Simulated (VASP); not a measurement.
A run of VASP 6.6.1 is set up as follows.

File INCAR:

```
PREC = Accurate
ENCUT = 520
EDIFF = 1E-7
ISMEAR = -1
SIGMA = 0.08
LREAL = False
LASPH = True
NELM = 60
ALGO = Normal
ISIF = 2
LWAVE = False
LCHARG = False
GGA = PE
NBANDS = 26
```

File KPOINTS:

```
Automatic mesh
0
Gamma
  12 12 7
```

Contents of POSCAR:

```
ZnS
1.0
    3.0218409265      0.0000000000      0.0000000000
   -1.5109204633      2.6169910085      0.0000000000
    0.0000000000      0.0000000000      5.2515773363
Zn S
2 2
Direct
    0.0000000000      0.0000000000      0.0000000000
    0.0000000000      0.0000000000      0.5000000000
    0.3333333333      0.6666666667      0.2500000000
    0.6666666667      0.3333333333      0.7500000000
```

Potentials or basis: VASP PAW PBE potentials, release 64 (Zn, S).

Run with:

```bash
$ cat potpaw_PBE.64/Zn/POTCAR potpaw_PBE.64/S/POTCAR > POTCAR
$ mpirun -np 1 vasp_std > vasp.out
```

Predict the band gap on the k mesh.

zero (band 18 reaches 10.51 eV, above the bottom of band 19 at 9.64 eV).

Estimate the pressure.

121.3 GPa.

Stress tensor (GPa, compression positive):
```
121.23   0.00   0.00
  0.00 121.23   0.00
  0.00   0.00 121.31
```
